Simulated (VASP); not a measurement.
Set up this calculation in VASP 6.6.1, as the native input.

```
Task                   : single point
Functional             : r2SCAN
Potentials or basis    : VASP PAW PBE potentials, release 64 (Zn, F)
Cutoff                 : 660 eV
k mesh                 : 6 × 6 × 8
Occupations            : gaussian, width 0.02 eV
Spin                   : no spin polarisation
Dipole correction      : no
Further INCAR settings : ALGO = Normal; EDIFF = 1e-06; NBANDS = 35
```

The system is ZnF2.

```
Zn F
1.0
     4.82348    0.00000    0.00000
     0.00000    4.82348    0.00000
     0.00000    0.00000    3.15126
Zn F
2 4
Direct
  0.00000 0.00000 0.00000
  0.50000 0.50000 0.50000
  0.30571 0.30571 0.00000
  0.19429 0.80571 0.50000
  0.69429 0.69429 0.00000
  0.80571 0.19429 0.50000
```

One way to write it, as run:

POSCAR

```
ZnF2
1.0
    4.8234774306      0.0000000000      0.0000000000
    0.0000000000      4.8234774306      0.0000000000
    0.0000000000      0.0000000000      3.1512649888
Zn F
2 4
Direct
    0.0000000000      0.0000000000      0.0000000000
    0.5000000000      0.5000000000      0.5000000000
    0.3057059678      0.3057059678      0.0000000000
    0.1942940322      0.8057059678      0.5000000000
    0.6942940322      0.6942940322      0.0000000000
    0.8057059678      0.1942940322      0.5000000000
```

INCAR.step1

```
SYSTEM = ZnF2
ALGO     = Normal         ! electronic algorithm
EDIFF    = 1E-5           ! SCF threshold, eV
ENCUT    = 660            ! plane-wave cutoff, eV
GGA      = PE             ! functional
GGA_COMPAT= .False.      
ISMEAR   = 0              ! smearing method
LASPH    = .True.         ! aspherical terms in the spheres
LCHARG   = .False.        ! write CHGCAR
LREAL    = .False.        ! projectors in reciprocal space
LWAVE    = .True.         ! write WAVECAR
NBANDS   = 35             ! bands
NELM     = 120            ! most SCF steps
PREC     = Accurate       ! precision mode
SIGMA    = 0.02           ! smearing width, eV
```

INCAR.step2

```
SYSTEM = ZnF2
ALGO     = Normal         ! electronic algorithm
EDIFF    = 1E-6           ! SCF threshold, eV
ENCUT    = 660            ! plane-wave cutoff, eV
GGA_COMPAT= .False.      
ISIF     = 2              ! what is computed and relaxed
ISMEAR   = 0              ! smearing method
ISTART   = 1            
LASPH    = .True.         ! aspherical terms in the spheres
LCHARG   = .False.        ! write CHGCAR
LMIXTAU  = .True.       
LREAL    = .False.        ! projectors in reciprocal space
LWAVE    = .False.        ! write WAVECAR
METAGGA  = R2SCAN         ! meta-GGA
NBANDS   = 35             ! bands
NELM     = 120            ! most SCF steps
PREC     = Accurate       ! precision mode
SIGMA    = 0.02           ! smearing width, eV
```

KPOINTS

```
k-points
0
Gamma
  6 6 8
  0 0 0
```

Potentials or basis: VASP PAW PBE potentials, release 64 (Zn, F).

Run with:

```sh
$ cat potpaw_PBE.64/Zn/POTCAR potpaw_PBE.64/F/POTCAR > POTCAR
$ cp INCAR.step1 INCAR
$ mpirun -np 1 vasp_std > vasp.out
$ cp INCAR.step2 INCAR
$ mpirun -np 1 vasp_std > vasp.out
```

It gave:

```
Pressure               : -5.5 GPa
Largest force          : 0.033 eV/Å
Band gap on the k mesh : 4.21 eV (least direct gap 4.23 eV)
```

Caveat: the cell stands under tension; the PAW data sets were made with another functional, which shifts forces and pressure a little.

Wall time 14 min on 1 thread of Oxide Virtual Turin-like Processor (shared host), peak memory 0.27 GiB.
